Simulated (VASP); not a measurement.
SnSe: electric field gradients with LDA

The system is SnSe.

```
CELL_PARAMETERS angstrom
-0.06020 2.97990 2.97990
2.97990 -0.06020 2.97990
2.97990 2.97990 -0.06020
ATOMIC_POSITIONS crystal
Sn 0.00000 0.00000 0.00000
Se 0.50000 0.50000 0.50000
```

This cell differs from its parent crystal: equal xy, yz and zx shear strains of -2 %.

```json
{
  "Program": "VASP 6.6.1",
  "Task": "electric field gradients",
  "Functional": "LDA",
  "Potentials or basis": "VASP PAW LDA potentials, release 64 (Sn_d, Se)",
  "Cutoff": "400 eV",
  "k mesh": "9 × 9 × 9",
  "Occupations": "fermi-dirac, width 0.02 eV",
  "Spin": "no spin polarisation",
  "Dipole correction": "no",
  "Further INCAR settings": "ALGO = Normal; EDIFF = 1e-08; NBANDS = 17"
}
```

- Pressure: -3.2 GPa
- Band gap on the k mesh: 0.38 eV, indirect (least direct gap 0.55 eV)

Stress tensor (GPa, compression positive):
```
-3.21  0.39  0.39
 0.39 -3.21  0.39
 0.39  0.39 -3.21
```

Levels at points of the mesh, in eV from the valence-band top:
```
           k point  band 8  band 9  band 10  band 11  band 12  band 13
(0.00, 0.00, 0.00)   -2.20   -2.20    -1.95     4.23     4.29     4.29
```

Electric field gradients, principal values (V/Å²):
```csv
atom,least,middle,greatest (by size)
1 Sn,-0.302,-0.302,0.604
2 Se,6.807,6.807,-13.613
```

It took 48 s on 1 thread of Intel(R) Xeon(R) Platinum 8259CL CPU @ 2.50GHz (Skylake/Cascade Lake), on a shared host, peak memory 0.17 GiB.

Caveat: the cell differs from its parent crystal (equal xy, yz and zx shear strains of -2 %); without QUAD_EFG the Cq values of the log hold for a quadrupole moment of 1 mb, not for the nuclei; spin-orbit coupling is left out, which moves the levels of the heavy elements. A k mesh can miss the band edges.
